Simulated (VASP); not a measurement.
# CdSe (Fm-3m) in VASP: notebook, part 2 of 2

VASP 6.6.1. The steps go on from the part before.

## Step 4: Single point, PBEsol

This run uses another cell than the first one, of 25.52 Å³/atom, 1.049 times its volume.

The input, INCAR:

```
ALGO     = Normal         # electronic algorithm
EDIFF    = 1E-6           # SCF threshold, eV
ENCUT    = 500            # plane-wave cutoff, eV
GGA      = PS             # functional
GGA_COMPAT= F            
ISIF     = 2              # what is computed and relaxed
ISMEAR   = -1             # smearing method
LASPH    = T              # aspherical terms in the spheres
LCHARG   = F              # write CHGCAR
LREAL    = F              # projectors in reciprocal space
LWAVE    = F              # write WAVECAR
NBANDS   = 16             # bands
NELM     = 120            # most SCF steps
PREC     = Accurate       # precision mode
SIGMA    = 0.05           # smearing width, eV
```

The input, KPOINTS:

```
k-points
0
Gamma
  6 6 6
```

The input, POSCAR:

```
CdSe
1.0
    0.0000000000      2.9440820213      2.9440820213
    2.9440820213      0.0000000000      2.9440820213
    2.9440820213      2.9440820213      0.0000000000
Cd Se
1 1
Direct
    0.0000000000      0.0000000000      0.0000000000
    0.5000000000      0.5000000000      0.5000000000
```

Potentials or basis: VASP PAW PBE potentials, release 64 (Cd, Se).

The run is started by

```bash
$ cat potpaw_PBE.64/Cd/POTCAR potpaw_PBE.64/Se/POTCAR > POTCAR
$ mpirun -np 1 vasp_std > vasp.out
```

OUTCAR:

```text
EDIFF = 1E-6
   ENCUT = 500
   GGA = PS
   ISIF = 2
   ISMEAR = -1
   LASPH = T
   LREAL = F
   NELM = 120
   PREC = Accurate

 ion  position               nearest neighbor table
   1  0.000  0.000  0.000-   2 2.94   2 2.94   2 2.94   2 2.94   2 2.94   2 2.94
   2  0.500  0.500  0.500-   1 2.94   1 2.94   1 2.94   1 2.94   1 2.94   1 2.94

  LATTYP: Found a face centered cubic cell.
 ALAT       =     5.8881640426

  Lattice vectors:
[... 478 lines left out ...]
     16      16.1009      0.00000

------------------------ aborting loop because EDIFF is reached ----------------------------------------

  FORCE on cell =-STRESS in cart. coord.  units (eV):
  Direction    XX          YY          ZZ          XY          YZ          ZX
  --------------------------------------------------------------------------------------
  -------------------------------------------------------------------------------------
  Total       -2.1042872     -2.1042872     -2.1042872     -0.0000000      0.0000000     -0.0000000
  in kB      -66.0595920    -66.0595920    -66.0595920     -0.0000000      0.0000000     -0.0000000
  external PRESSURE =     -66.0595920 kB  Pullay stress =       0.0000000 kB

 VOLUME and BASIS-vectors are now :
 -----------------------------------------------------------------------------
  energy-cutoff  :      500.00
  volume of cell :       51.04
      direct lattice vectors                 reciprocal lattice vectors
     0.000000000  2.944082021  2.944082021    -0.169832225  0.169832225  0.169832225
     2.944082021  0.000000000  2.944082021     0.169832225 -0.169832225  0.169832225
     2.944082021  2.944082021  0.000000000     0.169832225  0.169832225 -0.169832225

 POSITION                                       TOTAL-FORCE (eV/Angst)
 -----------------------------------------------------------------------------------
      0.00000      0.00000      0.00000         0.000000     -0.000000     -0.000000
      2.94408      2.94408      2.94408        -0.000000      0.000000      0.000000
 -----------------------------------------------------------------------------------
    total drift:                               -0.000000      0.000000      0.000000

  FREE ENERGIE OF THE ION-ELECTRON SYSTEM (eV)
  ---------------------------------------------------
  free  energy   TOTEN  =        -5.8454445865 eV

  energy  without entropy=       -5.8396617093  energy(sigma->0) =       -5.84255315
```

OSZICAR:

```text
N       E                     dE             d eps       ncg     rms          rms(c)
DAV:   1     0.966134884664E+02    0.96613E+02   -0.89268E+03   536   0.995E+02
DAV:   2    -0.280838027494E+01   -0.99422E+02   -0.93265E+02   616   0.241E+02
DAV:   3    -0.627413570000E+01   -0.34658E+01   -0.34590E+01   608   0.457E+01
DAV:   4    -0.628466275278E+01   -0.10527E-01   -0.10527E-01   640   0.253E+00
DAV:   5    -0.628471280957E+01   -0.50057E-04   -0.50057E-04   608   0.149E-01    0.430E+00
DAV:   6    -0.586929639862E+01    0.41542E+00   -0.67231E-01   648   0.939E+00    0.386E+00
DAV:   7    -0.584883763916E+01    0.20459E-01   -0.85938E-02   536   0.216E+00    0.193E+00
DAV:   8    -0.584553162134E+01    0.33060E-02   -0.88080E-03   632   0.106E+00    0.148E-01
DAV:   9    -0.584542773938E+01    0.10388E-03   -0.65603E-04   640   0.265E-01    0.413E-02
DAV:  10    -0.584543817426E+01   -0.10435E-04   -0.52648E-05   576   0.892E-02    0.358E-02
DAV:  11    -0.584544457636E+01   -0.64021E-05   -0.66605E-06   656   0.260E-02    0.999E-03
DAV:  12    -0.584544458654E+01   -0.10172E-07   -0.14120E-07   320   0.286E-03
   1 F= -.58454446E+01 E0= -.58425531E+01  d E =-.578288E-02
```

stdout:

```text
POSCAR found type information on POSCAR CdSe
 POSCAR found :  2 types and       2 ions
 scaLAPACK will be used
 -----------------------------------------------------------------------------
|                                                                             |
|                                                                             |
|     You enforced a specific xc type in the INCAR file but a different       |
|     I HOPE YOU KNOW WHAT YOU ARE DOING!                                     |
|                                                                             |
 -----------------------------------------------------------------------------

 LDA part: xc-table for (Slater+PW92), standard interpolation
 POSCAR, INCAR and KPOINTS ok, starting setup
 FFT: planning ... GRIDC
 FFT: planning ... GRID_SOFT
 FFT: planning ... GRID
 WAVECAR not read
 entering main loop
```

Wall time 7.2 s (1 thread of Intel Xeon 6975P-C (Granite Rapids), shared host); peak memory 0.16 GiB.

Results:

```
Free energy            : -5.8454 eV
Pressure               : -6.6 GPa
Band gap on the k mesh : zero (band 9 reaches 1.49 eV, above the bottom of band 10 at 1.00 eV)
```

Caveat: the PAW data sets were made with another functional, which shifts forces and pressure a little.

## Step 5: Single point, PBEsol

This run uses another cell than the first one, of 26.11 Å³/atom, 1.073 times its volume.

INCAR: that of step 4 with these lines changed.

```diff
@@ -8,4 +8,6 @@
 LASPH    = T              # aspherical terms in the spheres
-LCHARG   = F              # write CHGCAR
+LCHARG   = T              # write CHGCAR
+LELF     = T              # ELF
 LREAL    = F              # projectors in reciprocal space
+LVHAR    = T            
 LWAVE    = F              # write WAVECAR
```

KPOINTS is that of step 4.

The input, POSCAR:

```
CdSe
1.0
    0.0000000000      2.9667296961      2.9667296961
    2.9667296961      0.0000000000      2.9667296961
    2.9667296961      2.9667296961      0.0000000000
Cd Se
1 1
Direct
    0.0000000000      0.0000000000      0.0000000000
    0.5000000000      0.5000000000      0.5000000000
```

The run is started by

```bash
$ cat potpaw_PBE.64/Cd/POTCAR potpaw_PBE.64/Se/POTCAR > POTCAR
$ mpirun -np 1 vasp_std > vasp.out
```

Wall time 7 s (1 thread of Intel Xeon 6975P-C (Granite Rapids), shared host); peak memory 0.17 GiB.

The run converged. Its results:

```
Free energy            : -5.7936 eV
Pressure               : -7.4 GPa
Band gap on the k mesh : zero (band 9 reaches 1.31 eV, above the bottom of band 10 at 0.82 eV)
```

Levels at points of the mesh, in eV from the Fermi level:
| k point | band 7 | band 8 | band 9 | band 10 | band 11 | band 12 |
| --- | --- | --- | --- | --- | --- | --- |
| (0.00, 0.00, 0.00) | -0.52 | -0.52 | -0.52 | -0.40 | 8.45 | 8.45 |
| (0.50, 0.00, 0.00) | -4.55 | -0.10 | -0.10 | 2.89 | 5.12 | 5.15 |
| (0.50, 0.50, 0.00) | -3.60 | -1.79 | -1.79 | -0.56 | 5.43 | 8.88 |

Caveat: the PAW data sets were made with another functional, which shifts forces and pressure a little.

## Step 6: The runs side by side

| cell | gap on the mesh (eV) | pressure (GPa) |
| --- | --- | --- |
| a = 4.098 Å, angles 60.0°, 2 atoms | none | -4.6 |
| a = 4.131 Å, angles 60.0°, 2 atoms | none | -5.7 |
| a = 4.164 Å, angles 60.0°, 2 atoms | none | -6.6 |
| a = 4.196 Å, angles 60.0°, 2 atoms | none | -7.4 |

Alike in all rows: task single point; level PBEsol; potentials or basis VASP PAW PBE potentials, release 64 (Cd, Se); no spin polarisation; k mesh 6 × 6 × 6; cutoff (eV) 500; smearing fermi-dirac 0.05 eV.

Caveats: the PAW data sets were made with another functional, which shifts forces and pressure a little.

Absolute energies hang on the potentials; compare differences alone.
